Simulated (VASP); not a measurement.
# BaTiO3 (P4mm) in VASP: single point with r2SCAN

Aim: the single point of BaTiO3 with r2SCAN.

Everything below comes from runs of VASP 6.6.1. Logs are shortened: lines on timing, memory, paths and dates and some standing lists are left out, and cuts for length are marked.

## (1) The cell of the first run

The structure is tetragonal, space group P4mm (No. 99). Conventional cell: a = 4.008 Å, b = 4.008 Å, c = 4.026 Å, α = 90.00°, β = 90.00°, γ = 90.00°. Ba (site symmetry 4mm) has 12 O at 2.79 to 2.89 Å and 8 Ti at 3.45 to 3.50 Å within 3.7 Å. Ti (site symmetry 4mm) has 6 O at 1.90 to 2.13 Å within 2.5 Å. O (site symmetry 4mm) has 2 Ti at 1.90 to 2.13 Å within 2.5 Å. O (site symmetry 2mm) has 2 Ti at 2.01 Å and 4 Ba at 2.79 to 2.89 Å and 8 O at 2.83 to 2.85 Å within 2.9 Å. Within 2.9 Å of O (site symmetry 2mm) lie 2 Ti at 2.01 Å and 4 Ba at 2.79 to 2.89 Å and 8 O at 2.83 to 2.85 Å.

## (2) Single point, r2SCAN

Input file POSCAR:

```
BaTiO3
1.0
    4.0076996400      0.0000000000      0.0000000000
    0.0000000000      8.0153992800      0.0000000000
    0.0000000000      0.0000000000      4.0259355900
Ba Ti O
2 2 6
Direct
    0.0000000000      0.0000000000      0.0000000000
    0.0000000000      0.5000000000      0.0000000000
    0.5000000000      0.2500000000      0.4900000000
    0.5000000000      0.7500000000      0.4900000000
    0.5000000000      0.2500000000      0.0190000000
    0.5000000000      0.7500000000      0.0190000000
    0.5000000000      0.0000000000      0.5170000000
    0.5000000000      0.5000000000      0.5170000000
    0.0000000000      0.2500000000      0.5170000000
    0.0000000000      0.7500000000      0.5170000000
```

Input file INCAR.step1:

```
SYSTEM = BaTiO3
PREC = Accurate ; ENCUT = 520
ISMEAR = -1 ; SIGMA = 0.1
LREAL = .False. ; LASPH = .True.
NELM = 80 ; NBANDS = 51
GGA = PE ; ALGO = Normal
EDIFF = 1E-4 ; LWAVE = .True.
LCHARG = .False.
```

Input file INCAR.step2:

```
SYSTEM = BaTiO3
PREC = Accurate ; ENCUT = 520
EDIFF = 1E-6 ; ISMEAR = -1
SIGMA = 0.1 ; LREAL = .False.
LASPH = .True. ; NELM = 80
ALGO = Normal ; ISIF = 2
LWAVE = .False. ; LCHARG = .False.
METAGGA = R2SCAN ; LMIXTAU = .True.
NBANDS = 51 ; ISTART = 1
```

Input file KPOINTS:

```
regular mesh
0
Gamma
  6 3 6
  0 0 0
```

Potentials or basis: VASP PAW PBE potentials, release 64 (Ba_sv, Ti_sv, O).

The run is started by

```
$ cat potpaw_PBE.64/Ba_sv/POTCAR potpaw_PBE.64/Ti_sv/POTCAR potpaw_PBE.64/O/POTCAR > POTCAR
$ cp INCAR.step1 INCAR
$ mpirun -np 1 vasp_std > vasp.out
$ cp INCAR.step2 INCAR
$ mpirun -np 1 vasp_std > vasp.out
```

OUTCAR:

```text
SYSTEM = BaTiO3
   PREC = Accurate
   ENCUT = 520
   EDIFF = 1E-6
   ISMEAR = -1
   LREAL = .False.
   LASPH = .True.
   NELM = 80
   ISIF = 2
   METAGGA = R2SCAN
   ISTART = 1

 ion  position               nearest neighbor table
   1  0.000  0.000  0.000-   7 2.79   9 2.79  10 2.79   7 2.79   5 2.83   5 2.83   6 2.83   6 2.83
                             7 2.89  10 2.89   7 2.89   9 2.89   4 3.45   3 3.45   4 3.45   3 3.45
   2  0.000  0.500  0.000-   8 2.79   9 2.79  10 2.79   8 2.79   5 2.83   5 2.83   6 2.83   6 2.83
                             8 2.89  10 2.89   8 2.89   9 2.89   4 3.45   3 3.45   4 3.45   3 3.45
   3  0.500  0.250  0.490-   5 1.90   7 2.01   8 2.01   9 2.01   9 2.01   5 2.13   2 3.45   1 3.45
                             2 3.45   1 3.45   2 3.50   2 3.50   1 3.50   1 3.50
   4  0.500  0.750  0.490-   6 1.90   7 2.01   8 2.01  10 2.01  10 2.01   6 2.13   2 3.45   1 3.45
                             2 3.45   1 3.45   2 3.50   2 3.50   1 3.50   1 3.50
   5  0.500  0.250  0.019-   3 1.90   3 2.13   1 2.83   2 2.83   1 2.83   2 2.83
   6  0.500  0.750  0.019-   4 1.90   4 2.13   1 2.83   2 2.83   1 2.83   2 2.83
   7  0.500  0.000  0.517-   3 2.01   4 2.01   1 2.79   1 2.79   1 2.89   1 2.89
   8  0.500  0.500  0.517-   3 2.01   4 2.01   2 2.79   2 2.79   2 2.89   2 2.89
   9  0.000  0.250  0.517-   3 2.01   3 2.01   1 2.79   2 2.79   2 2.89   1 2.89
  10  0.000  0.750  0.517-   4 2.01   4 2.01   1 2.79   2 2.79   2 2.89   1 2.89

  LATTYP: Found a simple orthorhombic cell.
 ALAT       =     4.0076996400
 B/A-ratio  =     1.0045502287
 C/A-ratio  =     2.0000000000

  Lattice vectors:

 A1 = (  -4.0076996400,   0.0000000000,   0.0000000000)
 A2 = (   0.0000000000,   0.0000000000,   4.0259355900)
 A3 = (   0.0000000000,   8.0153992800,   0.0000000000)

Analysis of symmetry for initial positions (statically):
=====================================================================
 Subroutine PRICEL returns following result:

  LATTYP: Found a simple tetragonal cell.
 ALAT       =     4.0076996400
 C/A-ratio  =     1.0045502287

  Lattice vectors:

 A1 = (   4.0076996400,   0.0000000000,   0.0000000000)
 A2 = (   0.0000000000,   4.0076996400,   0.0000000000)
 A3 = (   0.0000000000,   0.0000000000,   4.0259355900)

   2 primitive cells build up your supercell.

 Routine SETGRP: Setting up the symmetry group for a
 simple orthorhombic supercell.

 Subroutine GETGRP returns: Found  4 space group operations
 (whereof  4 operations were pure point group operations)
 out of a pool of  8 trial point group operations.

The static configuration has the point symmetry C_2v.

Analysis of symmetry for dynamics (positions and initial velocities):
=====================================================================
 Subroutine PRICEL returns following result:

  LATTYP: Found a simple tetragonal cell.
 ALAT       =     4.0076996400
 C/A-ratio  =     1.0045502287

  Lattice vectors:

 A1 = (   4.0076996400,   0.0000000000,   0.0000000000)
 A2 = (   0.0000000000,   4.0076996400,   0.0000000000)
 A3 = (   0.0000000000,   0.0000000000,   4.0259355900)

   2 primitive cells build up your supercell.

 Routine SETGRP: Setting up the symmetry group for a
 simple orthorhombic supercell.

 Subroutine GETGRP returns: Found  4 space group operations
 (whereof  4 operations were pure point group operations)
 out of a pool of  8 trial point group operations.

The dynamic configuration has the point symmetry C_2v.

 Subroutine INISYM returns: Found  4 space group operations
 (whereof  4 operations are pure point group operations),
 and found     2 'primitive' translations

----------------------------------------------------------------------------------------

                                     Primitive cell

  volume of cell :      64.6632

  direct lattice vectors                    reciprocal lattice vectors
     4.007699640  0.000000000  0.000000000     0.249519697  0.000000000  0.000000000
     0.000000000  4.007699640  0.000000000     0.000000000  0.249519697  0.000000000
     0.000000000  0.000000000  4.025935590     0.000000000  0.000000000  0.248389468

  length of vectors
     4.007699640  4.007699640  4.025935590     0.249519697  0.249519697  0.248389468

  position of ions in fractional coordinates (direct lattice)
     0.000000000  0.000000000  0.000000000
     0.500000000  0.500000000  0.490000000
     0.500000000  0.500000000  0.019000000
     0.500000000  0.000000000  0.517000000
     0.000000000  0.500000000  0.517000000

  ion indices of the primitive-cell ions
   primitive index   ion index
                 1           1
                 2           3
                 3           5
                 4           7
                 5           9

----------------------------------------------------------------------------------------

 KPOINTS: regular mesh

Automatic generation of k-mesh.
 Grid dimensions read from file:
 generate k-points for:    6    3    6

 Generating k-lattice:

  Cartesian coordinates                     Fractional coordinates (reciprocal lattice)
     0.041586616  0.000000000  0.000000000     0.166666667  0.000000000  0.000000000
     0.000000000  0.041586616  0.000000000     0.000000000  0.333333333  0.000000000
     0.000000000  0.000000000  0.041398245     0.000000000  0.000000000  0.166666667

  Length of vectors
     0.041586616  0.041586616  0.041398245

  Shift w.r.t. Gamma in fractional coordinates (k-lattice)
     0.000000000  0.000000000  0.000000000

 Subroutine IBZKPT returns following result:
 ===========================================

 Found     32 irreducible k-points:

 Following reciprocal coordinates:
            Coordinates               Weight
  0.000000  0.000000  0.000000      1.000000
  0.166667  0.000000  0.000000      2.000000
  0.333333  0.000000  0.000000      2.000000
  0.500000  0.000000  0.000000      1.000000
  0.000000  0.333333  0.000000      2.000000
  0.166667  0.333333  0.000000      4.000000
[... 16 lines left out ...]
  0.333333  0.333333  0.333333      8.000000
  0.500000  0.333333  0.333333      4.000000
 [... further k-points ...]
   k-points           NKPTS =     32   k-points in BZ     NKDIM =     32   number of bands    NBANDS=     51
   number of dos      NEDOS =    301   number of ions     NIONS =     10
   total plane-waves  NPLWV =  54000
   dimension x,y,z NGX =    30 NGY =   60 NGZ =   30
   dimension x,y,z NGXF=    60 NGYF=  120 NGZF=   60
   ions per type =               2   2   6
   NGX,Y,Z   is equivalent  to a cutoff of  12.44, 12.44, 12.39 a.u.
   NGXF,Y,Z  is equivalent  to a cutoff of  24.89, 24.89, 24.78 a.u.
 SYSTEM =  BaTiO3
   PREC   = accura    normal or accurate (medium, high low for compatibility)
   ISTART =      1    job   : 0-new  1-cont  2-samecut
   ICHARG =      0    charge: 1-file 2-atom 10-const
   ISPIN  =      1    spin polarized calculation?
   LNONCOLLINEAR =      F non collinear calculations
   LSORBIT =      F    spin-orbit coupling
   LASPH  =      T    aspherical Exc in radial PAW
   ENCUT  =  520.0 eV  38.22 Ry    6.18 a.u.   7.45 14.90  7.49*2*pi/ulx,y,z
   NELM   =     80;   NELMIN=  2; NELMDL=  0     # of ELM steps
   EDIFF  = 0.1E-05   stopping-criterion for ELM
   LREAL  =      F    real-space projection
   EDIFFG = 0.1E-04   stopping-criterion for IOM
   NSW    =      0    number of steps for IOM
   IBRION =     -1    ionic relax: 0-MD 1-quasi-New 2-CG
   NFREE  =      0    steps in history (QN), initial steepest desc. (CG)
   ISIF   =      2    stress and relaxation
   ISYM   =      2    0-nonsym 1-usesym 2-fastsym
   POTIM  = 0.5000    time-step for ionic-motion
   TEBEG  =    0.0;   TEEND  =   0.0 temperature during run
   PSTRESS=    0.0 pullay stress
   NELECT =      80.0000    total number of electrons
   NUPDOWN=      -1.0000    fix difference up-down
   EMIN   =  10.00;   EMAX   =-10.00  energy-range for DOS
   EFERMI =   0.00;   METHOD = LEGACY
   ISMEAR =    -1;   SIGMA  =   0.10  broadening in eV -4-tet -1-fermi 0-gaus
   EFERMI_NEDOS =   21; number of points for ismear=-14 and -15
   IALGO  =     38    algorithm
   IMIX   =      4    mixing-type and parameters
     AMIX     =   0.40;   BMIX     =  1.00
     AMIX_MAG =   1.60;   BMIX_MAG =  1.00
  volume/ion in A,a.u.               =      12.93        87.27
  Fermi-wavevector in a.u.,A,eV,Ry     =   1.394898  2.635975 26.473405  1.945740
  Thomas-Fermi vector in A             =   2.518402
   LORBIT       =      0    0 simple, 1 ext, 2 COOP (PROOUT), +10 PAW based schemes
   METAGGA = R2SCAN    functional components
   LHFCALC =     F    Hartree Fock is set to
   AEXX    =    0.0000 exact exchange contribution
   IVDW    =     0    specifies the selected vdW correction
   LEPSILON=     F    determine dielectric tensor
   LRPA    =     F    only Hartree local field effects (RPA)
 non-spin polarized calculation
  energy-cutoff  :      520.00
  volume of cell :      129.33
 maximum number of plane-waves:      3510
 NGX is ok and might be reduce to    30
   NGX = 15   NGY = 29   NGZ = 15

 number of electron      79.9999955 magnetization

 Free energy of the ion-electron system (eV)
  ---------------------------------------------------
  ext. energy  EPLUGINS =         0.00000000
  ---------------------------------------------------
  free energy    TOTEN  =      -148.49271021 eV

  energy without entropy =     -148.49270241  energy(sigma->0) =     -148.49270631

 E-fermi :   4.6248     XC(G=0): -11.8668

 val. band max:        3.5011604149   @ k =   0.5000   0.0000   0.5000
 cond. band min:       5.6498856984   @ k =   0.0000   0.0000   0.0000
 fundamental gap:      2.1487252836
 Fermi energy:         4.6247802797

 k-point     1 :       0.0000    0.0000    0.0000
  band No.  band energies     occupation
      1     -55.3700      2.00000
      2     -55.3689      2.00000
      3     -30.5798      2.00000
      4     -30.5554      2.00000
      5     -30.5534      2.00000
      6     -30.5234      2.00000
[... 43 lines left out ...]
     50       9.0229      0.00000
     51       9.0894      0.00000
[... 1240 lines left out ...]
     50      11.0246      0.00000
     51      11.7255      0.00000

 [... further k-points ...]
[... 5 lines left out ...]
  --------------------------------------------------------------------------------------
  -------------------------------------------------------------------------------------
  Total       -0.1540846     -0.1542782      0.5974027      0.0000000      0.0000000      0.0000000
  in kB       -1.9088972     -1.9112963      7.4010039      0.0000000      0.0000000      0.0000000
  external PRESSURE =       1.1936035 kB  Pullay stress =       0.0000000 kB

 VOLUME and BASIS-vectors are now :
 -----------------------------------------------------------------------------
  energy-cutoff  :      520.00
  volume of cell :      129.33
      direct lattice vectors                 reciprocal lattice vectors
     4.007699640  0.000000000  0.000000000     0.249519697  0.000000000  0.000000000
     0.000000000  8.015399280  0.000000000     0.000000000  0.124759849  0.000000000
     0.000000000  0.000000000  4.025935590     0.000000000  0.000000000  0.248389468

 POSITION                                       TOTAL-FORCE (eV/Angst)
 -----------------------------------------------------------------------------------
      0.00000      0.00000      0.00000         0.000000      0.000000      0.080942
      0.00000      4.00770      0.00000         0.000000      0.000000      0.080942
      2.00385      2.00385      1.97271        -0.000000      0.000000     -0.112205
      2.00385      6.01155      1.97271        -0.000000      0.000000     -0.112205
      2.00385      2.00385      0.07649        -0.000000     -0.000000      0.340174
      2.00385      6.01155      0.07649        -0.000000      0.000000      0.340174
      2.00385      0.00000      2.08141         0.000000      0.000000     -0.154453
      2.00385      4.00770      2.08141         0.000000      0.000000     -0.154453
      0.00000      2.00385      2.08141         0.000000      0.000000     -0.154457
      0.00000      6.01155      2.08141         0.000000      0.000000     -0.154457
 -----------------------------------------------------------------------------------
    total drift:                                0.000000      0.000000     -0.005288

  FREE ENERGIE OF THE ION-ELECTRON SYSTEM (eV)
  ---------------------------------------------------
  free  energy   TOTEN  =      -148.4927102051 eV

  energy  without entropy=     -148.4927024146  energy(sigma->0) =     -148.49270631
```

Run time: 23 min. Hardware: 1 thread of Intel Xeon 8259CL, shared host; peak memory 0.33 GiB.

What came out:

| Item | Value |
| --- | --- |
| Free energy | -148.4927 eV |
| Pressure | 0.1 GPa |
| Largest force | 0.340 eV/Å |
| Band gap on the k mesh | 2.15 eV |

Forces on the atoms (eV/Å):
```
Ba   0.000  0.000  0.081
Ba   0.000  0.000  0.081
Ti   0.000  0.000 -0.112
Ti   0.000  0.000 -0.112
O    0.000  0.000  0.340
O    0.000  0.000  0.340
O    0.000  0.000 -0.154
O    0.000  0.000 -0.154
O    0.000  0.000 -0.154
O    0.000  0.000 -0.154
```

Stress tensor (GPa, compression positive):
```
-0.19  0.00  0.00
 0.00 -0.19  0.00
 0.00  0.00  0.74
```

Levels at points of the mesh, in eV from the valence-band top:
| k point | band 38 | band 39 | band 40 | band 41 | band 42 | band 43 |
| --- | --- | --- | --- | --- | --- | --- |
| (0.00, 0.00, 0.00) | -0.33 | -0.30 | -0.30 | 2.15 | 2.35 | 2.35 |
| (0.50, 0.00, 0.00) | -0.97 | -0.88 | -0.09 | 2.48 | 3.82 | 3.85 |
| (0.00, 0.00, 0.50) | -0.74 | -0.74 | -0.17 | 2.30 | 3.84 | 3.88 |
| (0.50, 0.00, 0.50) | -0.09 | -0.09 | 0.00 | 3.84 | 3.89 | 4.27 |

Caveat: the PAW data sets were made with another functional, which shifts forces and pressure a little; spin-orbit coupling is left out, which moves the levels of the heavy elements; an odd mesh through Γ misses points on the zone boundary, where band edges can lie.
